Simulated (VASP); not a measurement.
**Cd: single point with PBE**

Cd:

```
Cd
1.0
     2.85972    0.00000    0.00000
    -1.42986    2.47659    0.00000
     0.00000    0.00000    5.61765
Cd
2
Direct
  0.33333 0.66667 0.25000
  0.66667 0.33333 0.75000
```

This cell differs from its parent crystal: strain -0.0400 x Voigt [1, 1, 0, 0, 0, 0].

| Quantity | Value |
| --- | --- |
| Program | VASP 6.6.1 |
| Task | single point |
| Functional | PBE |
| Potentials or basis | VASP PAW PBE potentials, release 64 (Cd_sv_GW) |
| Cutoff | 630 eV |
| k mesh | 18 × 18 × 8 |
| Occupations | gaussian, width 0.15 eV |
| Spin | no spin polarisation |
| Dipole correction | no |
| Further INCAR settings | ALGO = Normal; EDIFF = 1e-06; NBANDS = 27 |

```yaml
Pressure: 10.1 GPa
Band_gap_on_the_k_mesh: zero (bands 20 and 21 overlap by 5.20 eV)
```

Stress tensor (GPa, compression positive):
```
12.33  0.00  0.00
 0.00 12.33  0.00
 0.00  0.00  5.66
```

Levels at points of the mesh, in eV from the Fermi level:
| k point | band 18 | band 19 | band 20 | band 21 | band 22 | band 23 |
| --- | --- | --- | --- | --- | --- | --- |
| (0.00, 0.00, 0.00) | -8.54 | -8.54 | -3.54 | -3.37 | 9.75 | 14.27 |
| (0.50, 0.00, 0.00) | -8.15 | -2.41 | -1.63 | 2.01 | 3.11 | 3.55 |
| (0.00, 0.00, 0.50) | -8.65 | -7.84 | -7.84 | 3.30 | 3.30 | 14.55 |
| (0.50, 0.00, 0.50) | -8.16 | -1.68 | -1.68 | 0.51 | 0.51 | 7.96 |

Run time: 89 s on 1 thread of Intel(R) Xeon(R) 6975P-C (Granite Rapids) (shared host), peak memory 0.36 GiB.

Caveat: the cell differs from its parent crystal (strain -0.0400 x Voigt [1, 1, 0, 0, 0, 0]); the stress differs along the axes, from 6 to 12 GPa.
